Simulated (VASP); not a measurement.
Write the native input for VASP 6.6.1 that does the following.

* Task: single point
* Functional: PBE
* Potentials or basis: VASP PAW PBE potentials, release 64 (Ni, O)
* Cutoff: 520 eV
* k mesh: 1 × 1 × 19
* Occupations: gaussian, width 0.05 eV
* Spin: collinear spin, ferromagnetic start
* Starting moments: [1.6, 0.5] μB
* Dipole correction: no
* Further INCAR settings: ALGO = Normal; EDIFF = 1e-06; NBANDS = 19

The structure of NiO lies in POSCAR:

```
NiO
1.0
    9.9000000000      0.0000000000      0.0000000000
    0.0000000000      9.3000000000      0.0000000000
    0.0000000000      0.0000000000      3.4152452562
Ni O
1 1
Direct
    0.4568782165      0.5000000000      0.0000000000
    0.5431217835      0.5000000000      0.5000000000
```

These files were run (other wordings do the same):

INCAR

```
SYSTEM = NiO
  ALGO = Normal
  EDIFF = 1E-6
  ENCUT = 520
  GGA = PE
  ISIF = 2
  ISMEAR = 0
  ISPIN = 2
  LASPH = .True.
  LCHARG = .False.
  LMAXMIX = 4
  LORBIT = 11
  LREAL = .False.
  LWAVE = .False.
  MAGMOM = 1.6 0.5
  NBANDS = 19
  NELM = 150
  PREC = Accurate
  SIGMA = 0.05
```

KPOINTS

```
k-points
0
Gamma
  1 1 19
  0 0 0
```

Potentials or basis: VASP PAW PBE potentials, release 64 (Ni, O).

Launch:

```console
$ cat potpaw_PBE.64/Ni/POTCAR potpaw_PBE.64/O/POTCAR > POTCAR
$ mpirun -np 1 vasp_std > vasp.out
```

It gave:

```
Largest force                                         : 2.798 eV/Å
Band gap on the k mesh                                : zero (filled and empty bands overlap)
Net moment                                            : 2.00 μB per cell
Site moments                                          : Ni +1.38; O +0.45 μB
Valence electrons inside the program's atomic spheres : Ni 8.84; O 4.83
```

Caveat: semilocal functionals often make such compounds metallic where correlation or magnetic order opens a gap, which also shifts bond lengths.

It took 2 min on 1 thread of Intel(R) Xeon(R) 6975P-C (Granite Rapids), with other jobs on the host, peak memory 0.54 GiB.
